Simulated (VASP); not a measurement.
# GaN (P6_3mc) in VASP: dielectric tensor with PBEsol

Aim: the dielectric tensor of GaN with PBEsol.

Everything below comes from runs of VASP 6.6.1. Logs are shortened: lines on timing, memory, paths and dates and some standing lists are left out, and cuts for length are marked.

**1. The cell of the first run**

The structure is hexagonal, space group P6_3mc (No. 186). The conventional cell has a = 3.212 Å, b = 3.212 Å, c = 10.357 Å, α = 90.00°, β = 90.00°, γ = 120.00°. Ga (site symmetry 3m) has 4 N at 1.95 to 2.00 Å within 2.6 Å. Within 2.6 Å of Ga (site symmetry 3m) lie 3 N at 1.94 Å. N (site symmetry 3m) has 3 Ga at 1.95 Å within 2.6 Å. Within 2.6 Å of N (site symmetry 3m) lie 4 Ga at 1.94 to 2.00 Å.

**2. Dielectric tensor, PBEsol**

Contents of INCAR:

```
ALGO = Normal
EDIFF = 1E-8
ENCUT = 520
GGA = PS
ISIF = 2
ISMEAR = 0
LASPH = True
LCHARG = False
LEPSILON = True
LREAL = False
LWAVE = False
NELM = 80
PREC = Accurate
SIGMA = 0.01
```

Contents of KPOINTS:

```
k-points
0
Gamma
  12 12 2
```

Contents of POSCAR:

```
GaN
1.0
    3.2115400000      0.0000000000      0.0000000000
   -1.6057700000      2.7812700000      0.0000000000
    0.0000000000      0.0000000000     10.3568400000
Ga N
4 4
Direct
    0.0000000000      0.0000000000      0.2858700000
    0.3333333333      0.6666666667      0.5373500000
    0.6666666667      0.3333333333      0.0373500000
    0.0000000000      0.0000000000      0.7858700000
    0.3333333333      0.6666666667      0.8437400000
    0.0000000000      0.0000000000      0.5930400000
    0.6666666667      0.3333333333      0.3437500000
    0.0000000000      0.0000000000      0.0930400000
```

Potentials or basis: VASP PAW PBE potentials, release 64 (Ga_d, N).

The run is started by

```console
cat potpaw_PBE.64/Ga_d/POTCAR potpaw_PBE.64/N/POTCAR > POTCAR
mpirun -np 1 vasp_std > vasp.out
```

OUTCAR:

```text
EDIFF = 1E-8
   ENCUT = 520
   GGA = PS
   ISIF = 2
   ISMEAR = 0
   LASPH = True
   LEPSILON = True
   LREAL = False
   NELM = 80
   PREC = Accurate

 ion  position               nearest neighbor table
   1  0.000  0.000  0.286-   7 1.95   7 1.95   7 1.95   8 2.00
   2  0.333  0.667  0.537-   6 1.94   6 1.94   6 1.94
   3  0.667  0.333  0.037-   8 1.94   8 1.94   8 1.94
   4  0.000  0.000  0.786-   5 1.95   5 1.95   5 1.95   6 2.00
   5  0.333  0.667  0.844-   4 1.95   4 1.95   4 1.95
   6  0.000  0.000  0.593-   2 1.94   2 1.94   2 1.94   4 2.00
   7  0.667  0.333  0.344-   1 1.95   1 1.95   1 1.95
   8  0.000  0.000  0.093-   3 1.94   3 1.94   3 1.94   1 2.00

  LATTYP: Found a hexagonal cell.
 ALAT       =     3.2115400000
 C/A-ratio  =     3.2248827665

  Lattice vectors:

 A1 = (   3.2115400000,   0.0000000000,   0.0000000000)
 A2 = (  -1.6057700000,   2.7812700000,   0.0000000000)
 A3 = (   0.0000000000,   0.0000000000,  10.3568400000)

Analysis of symmetry for initial positions (statically):
=====================================================================
 Subroutine PRICEL returns:
 Original cell was already a primitive cell.

 Routine SETGRP: Setting up the symmetry group for a
 hexagonal supercell.

 Subroutine GETGRP returns: Found  6 space group operations
 (whereof  6 operations were pure point group operations)
 out of a pool of 24 trial point group operations.

The static configuration has the point symmetry C_3v.

Analysis of symmetry for dynamics (positions and initial velocities):
=====================================================================
 Subroutine PRICEL returns:
 Original cell was already a primitive cell.

 Routine SETGRP: Setting up the symmetry group for a
 hexagonal supercell.

 Subroutine GETGRP returns: Found  6 space group operations
 (whereof  6 operations were pure point group operations)
 out of a pool of 24 trial point group operations.

The dynamic configuration has the point symmetry C_3v.

 Subroutine INISYM returns: Found  6 space group operations
 (whereof  6 operations are pure point group operations),
 and found     1 'primitive' translations

----------------------------------------------------------------------------------------

                                     Primitive cell

  volume of cell :      92.5090

  direct lattice vectors                    reciprocal lattice vectors
     3.211540000  0.000000000  0.000000000     0.311377096  0.179773988  0.000000000
    -1.605770000  2.781270000  0.000000000     0.000000000  0.359547976  0.000000000
     0.000000000  0.000000000 10.356840000     0.000000000  0.000000000  0.096554548

  length of vectors
     3.211540000  3.211535475 10.356840000     0.359547470  0.359547976  0.096554548

  position of ions in fractional coordinates (direct lattice)
     0.000000000  0.000000000  0.285870000
     0.333333333  0.666666667  0.537350000
     0.666666667  0.333333333  0.037350000
     0.000000000  0.000000000  0.785870000
     0.333333333  0.666666667  0.843740000
     0.000000000  0.000000000  0.593040000
     0.666666667  0.333333333  0.343750000
     0.000000000  0.000000000  0.093040000

  ion indices of the primitive-cell ions
   primitive index   ion index
                 1           1
                 2           2
                 3           3
                 4           4
                 5           5
                 6           6
                 7           7
                 8           8

----------------------------------------------------------------------------------------

 KPOINTS: k-points

[... 113 lines left out ...]
 cond. band min:       6.3363343852   @ k =   0.0000   0.0000   0.0000
 fundamental gap:      0.7883498994
 Fermi energy:         5.6455317343

 k-point     1 :       0.0000    0.0000    0.0000
  band No.  band energies     occupation
      1     -10.8290      2.00000
      2     -10.5241      2.00000
      3      -9.7377      2.00000
      4      -9.6227      2.00000
      5      -8.7736      2.00000
      6      -8.7736      2.00000
[... 1093 lines left out ...]
     42      11.8025      0.00000
     43      13.0954      0.00000

 [... further k-points ...]

  FORCE on cell =-STRESS in cart. coord.  units (eV):
  Direction    XX          YY          ZZ          XY          YZ          ZX
  --------------------------------------------------------------------------------------
  -------------------------------------------------------------------------------------
  Total       -5.2473924     -5.2473727     -0.3051213      0.0000000      0.0000000      0.0000000
  in kB      -90.8804289    -90.8800874     -5.2844444      0.0000000      0.0000000      0.0000000
  external PRESSURE =     -62.3483202 kB  Pullay stress =       0.0000000 kB

 VOLUME and BASIS-vectors are now :
 -----------------------------------------------------------------------------
  energy-cutoff  :      520.00
  volume of cell :       92.51
      direct lattice vectors                 reciprocal lattice vectors
     3.211540000  0.000000000  0.000000000     0.311377096  0.179773988  0.000000000
    -1.605770000  2.781270000  0.000000000     0.000000000  0.359547976  0.000000000
     0.000000000  0.000000000 10.356840000     0.000000000  0.000000000  0.096554548

 POSITION                                       TOTAL-FORCE (eV/Angst)
 -----------------------------------------------------------------------------------
      0.00000      0.00000      2.96071        -0.000000     -0.000000      0.018282
     -0.00000      1.85418      5.56525         0.000000      0.000000     -0.027217
      1.60577      0.92709      0.38683        -0.000000      0.000000     -0.027365
      0.00000      0.00000      8.13913         0.000000      0.000000      0.017522
     -0.00000      1.85418      8.73848         0.000000      0.000000      0.231105
      0.00000      0.00000      6.14202        -0.000000      0.000000     -0.221224
      1.60577      0.92709      3.56016        -0.000000      0.000000      0.230102
      0.00000      0.00000      0.96360         0.000000     -0.000000     -0.221206
 -----------------------------------------------------------------------------------
    total drift:                                0.000001      0.000002     -0.001793

  FREE ENERGIE OF THE ION-ELECTRON SYSTEM (eV)
  ---------------------------------------------------
  free  energy   TOTEN  =       -50.1698768822 eV

  energy  without entropy=      -50.1698768822  energy(sigma->0) =      -50.16987688

 HEAD OF MICROSCOPIC STATIC DIELECTRIC TENSOR (INDEPENDENT PARTICLE, excluding Hartree and local field effects)
 ------------------------------------------------------
           7.809343    -0.000000     0.000000
          -0.000000     7.809313     0.000000
           0.000000     0.000000    11.199192
 ------------------------------------------------------

 Free energy of the ion-electron system (eV)
  ---------------------------------------------------
  ---------------------------------------------------
  free energy    TOTEN  =        -1.78124171 eV

  energy without entropy =       -1.78124171

------------------------ aborting loop because EDIFF is reached ----------------------------------------

--------------------------------------- Ionic step        2  -------------------------------------------

------------------------ aborting loop because EDIFF is reached ----------------------------------------

--------------------------------------- Ionic step        3  -------------------------------------------

 Free energy of the ion-electron system (eV)
  ---------------------------------------------------
  ---------------------------------------------------
  free energy    TOTEN  =        -2.67531032 eV

  energy without entropy =       -2.67531032

------------------------ aborting loop because EDIFF is reached ----------------------------------------

 PIEZOELECTRIC TENSOR FIELD DIRECTION 3  (e Angst)
 -----------------------------------------------------------------------------
    -1.35679  0.00000 -0.00000           ( -0.34750  0.00000  0.00000)
    -0.00000 -1.35679 -0.00000           (  0.00000 -0.34750  0.00000)
    -0.00000  0.00000  5.78558           (  0.00000  0.00000  0.07994)

 PIEZOELECTRIC TENSOR FIELD DIRECTION 3  (C/m^2)
 -----------------------------------------------------------------------------
    -0.23498  0.00000 -0.00000
    -0.00000 -0.23498 -0.00000
    -0.00000  0.00000  1.00201

 MACROSCOPIC STATIC DIELECTRIC TENSOR (including local field effects in DFT)
 ------------------------------------------------------
           7.582296    -0.000000     0.000000
           0.000000     7.582267    -0.000000
           0.000000    -0.000000    10.968456
 ------------------------------------------------------

 PIEZOELECTRIC TENSOR (including local field effects)  for field in x, y, z        (e  Angst)
          XX          YY          ZZ          XY          YZ          ZX
  --------------------------------------------------------------------------------
  x     0.00000    -0.00000     0.00000    -0.00132     0.00000    -0.69106
  y    -0.00132     0.00132     0.00000    -0.00000    -0.69106     0.00000
  z    -1.35679    -1.35679     5.78558     0.00000     0.00000     0.00000

 PIEZOELECTRIC TENSOR (including local field effects)  for field in x, y, z        (C/m^2)
          XX          YY          ZZ          XY          YZ          ZX
  --------------------------------------------------------------------------------
  x     0.00000    -0.00000     0.00000    -0.00023     0.00000    -0.11969
  y    -0.00023     0.00023     0.00000    -0.00000    -0.11969     0.00000
  z    -0.23498    -0.23498     1.00201     0.00000     0.00000     0.00000

 BORN EFFECTIVE CHARGES (including local field effects) (in |e|, cummulative output)
 ---------------------------------------------------------------------------------
 ion    1
    1     2.74917     0.00000     0.00000
    2     0.00000     2.74916     0.00000
    3    -0.00000     0.00000     2.87107
 ion    2
    1     3.27643     0.00000     0.00000
    2     0.00000     3.27642     0.00000
    3     0.00000     0.00000     3.24082
 ion    3
    1     3.27601     0.00000     0.00000
    2     0.00000     3.27600    -0.00000
    3     0.00000     0.00000     3.24044
 ion    4
    1     2.74883     0.00000     0.00000
    2     0.00000     2.74882     0.00000
    3     0.00000    -0.00000     2.87125
 ion    5
    1    -3.36567     0.00000     0.00000
    2     0.00000    -3.36566    -0.00000
    3     0.00000     0.00000    -2.77735
 ion    6
    1    -2.65920     0.00000     0.00000
    2     0.00000    -2.65919     0.00000
    3     0.00000     0.00000    -3.33482
 ion    7
    1    -3.36677     0.00000     0.00000
    2     0.00000    -3.36676     0.00000
    3     0.00000    -0.00000    -2.77658
 ion    8
    1    -2.65880     0.00000     0.00000
    2     0.00000    -2.65879     0.00000
    3     0.00000     0.00000    -3.33484
```

Wall time 32 min (1 thread of Oxide Virtual Turin-like, shared host); peak memory 1.1 GiB.

Results:

- Band gap on the k mesh: 0.79 eV
- Electronic dielectric tensor (diagonal): 7.58, 7.58, 10.97
- Born charges (mean of the diagonal): Ga +2.79, +3.26 (each value once); N -3.17, -2.88 (each value once) e

Electronic dielectric tensor:
```
 7.58  0.00  0.00
 0.00  7.58  0.00
 0.00  0.00 10.97
```

Born effective charge tensors (e):
atom 1, Ga
```
2.75 0.00 0.00
0.00 2.75 0.00
0.00 0.00 2.87
```
atom 2, Ga
```
3.28 0.00 0.00
0.00 3.28 0.00
0.00 0.00 3.24
```
atom 3, Ga
```
3.28 0.00 0.00
0.00 3.28 0.00
0.00 0.00 3.24
```
atom 4, Ga
```
2.75 0.00 0.00
0.00 2.75 0.00
0.00 0.00 2.87
```
atom 5, N
```
-3.37  0.00  0.00
 0.00 -3.37  0.00
 0.00  0.00 -2.78
```
atom 6, N
```
-2.66  0.00  0.00
 0.00 -2.66  0.00
 0.00  0.00 -3.33
```
atom 7, N
```
-3.37  0.00  0.00
 0.00 -3.37  0.00
 0.00  0.00 -2.78
```
atom 8, N
```
-2.66  0.00  0.00
 0.00 -2.66  0.00
 0.00  0.00 -3.33
```

Caveat: semilocal functionals underestimate gaps, and a narrow one can read as zero; the PAW data sets were made with another functional, which shifts forces and pressure a little.
